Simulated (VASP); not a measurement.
KSrCl3:

```
K Sr Cl
1.0
     5.75225    0.00000    0.00000
     0.00000    5.75225    0.00000
     0.00000    0.00000    5.75225
K Sr Cl
1 1 3
Direct
  0.00000 0.00000 0.00000
  0.50000 0.50000 0.50000
  0.50000 0.50000 0.00000
  0.50000 0.00000 0.50000
  0.00000 0.50000 0.50000
```

| Quantity | Value |
| --- | --- |
| Program | VASP 6.6.1 |
| Task | relaxation of cell and atoms |
| Functional | PBEsol |
| Potentials or basis | VASP PAW PBE potentials, release 64 (K_sv, Sr_sv, Cl) |
| Cutoff | 600 eV |
| k mesh | 4 × 4 × 4 |
| Occupations | fermi-dirac, width 0.03 eV |
| Spin | no spin polarisation |

At the start: pressure -1.6 GPa; volume 38.07 Å³/atom.

Problem. Where does the relaxation end?

Solution. Over 3 steps the energy falls by 16.0 meV/atom and the volume is 35.07 Å³/atom (-7.9 %); space group Pm-3m (No. 221, to 0.05 Å).

Step by step:
| step | energy change (eV) | largest force (eV/Å) | pressure (GPa) | volume (Å³) |
| --- | --- | --- | --- | --- |
| 1 | 0.0000 | 0.0000 | -1.55 | 190.33 |
| 2 | -0.0694 | 0.0000 | -0.62 | 180.34 |
| 3 | -0.0799 | 0.0000 | -0.04 | 175.37 |

Final structure:
```
K Sr Cl
1.0
     5.59741    0.00000    0.00000
     0.00000    5.59741    0.00000
     0.00000    0.00000    5.59741
K Sr Cl
1 1 3
Cartesian
  0.0000 0.0000 0.0000
  2.7987 2.7987 2.7987
  2.7987 2.7987 0.0000
  2.7987 0.0000 2.7987
  0.0000 2.7987 2.7987
```

Caveat: the PAW data sets were made with another functional, which shifts forces and pressure a little.
